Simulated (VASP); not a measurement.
A run of VASP 6.6.1 is set up as follows.

Contents of INCAR:

```
ALGO = Normal
EDIFF = 1E-6
ENCUT = 520
GGA = PE
ISIF = 2
ISMEAR = 0
LASPH = True
LCHARG = False
LREAL = False
LWAVE = False
NBANDS = 8
NELM = 60
PREC = Accurate
SIGMA = 0.016
```

File KPOINTS:

```
k-points
0
Gamma
  10 10 10
```

File POSCAR:

```
As
1.0
    2.7036817444      0.0000000000      0.0000000000
    0.0000000000      2.7036817444      0.0000000000
    0.0000000000      0.0000000000      2.7036817444
As
1
Direct
    0.5000000000      0.5000000000      0.5000000000
```

Potentials or basis: VASP PAW PBE potentials, release 64 (As).

The run is started by

```console
$ cat potpaw_PBE.64/As/POTCAR > POTCAR
$ mpirun -np 1 vasp_std > vasp.out
```

(1) Predict the pressure.

## Answers

(1) 2.5 GPa.
